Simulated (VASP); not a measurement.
A run of VASP 6.6.1 is set up as follows.

Contents of INCAR:

```
SYSTEM = BaTiO3
ALGO = Normal
EDIFF = 1E-6
ENCUT = 520
GGA = PE
ISIF = 2
ISMEAR = -1
LASPH = .True.
LCHARG = .False.
LREAL = .False.
LWAVE = .False.
NBANDS = 28
NELM = 60
PREC = Accurate
SIGMA = 0.02
```

The input KPOINTS:

```
k-points
0
Gamma
  5 5 5
  0 0 0
```

Contents of POSCAR:

```
BaTiO3
1.0
    3.9855000000      0.0000000000      0.0000000000
    0.0000000000      2.8369000000      2.8451500000
    0.0000000000     -2.8369000000      2.8451500000
Ba Ti O
1 1 3
Direct
    0.0000000000      0.0066710702      0.0066710702
    0.5000000000      0.5203918802      0.5203918802
    0.0000000000      0.4921635085      0.4921635085
    0.5000000000      0.4931439859      0.9845095553
    0.5000000000      0.9845095553      0.4931439859
```

Potentials or basis: VASP PAW PBE potentials, release 64 (Ba_sv, Ti_sv, O).

Run with:

```bash
$ cat potpaw_PBE.64/Ba_sv/POTCAR potpaw_PBE.64/Ti_sv/POTCAR potpaw_PBE.64/O/POTCAR > POTCAR
$ mpirun -np 1 vasp_std > vasp.out
```

Q: Estimate the largest force.

A: 0.068 eV/Å.

Q: What does it give for the pressure?

A: 5.7 GPa.

Q: Estimate the band gap on the k mesh.

A: 2.26 eV (least direct gap 2.49 eV).

Forces in eV/Å, atoms in the order of the input:
```
Ba   0.000  0.000 -0.021
Ti   0.000  0.000 -0.068
O    0.000  0.000  0.006
O    0.000 -0.028  0.042
O    0.000  0.028  0.042
```

Caveat: the cell stands under pressure; spin-orbit coupling is left out, which moves the levels of the heavy elements. A k mesh can miss the band edges.
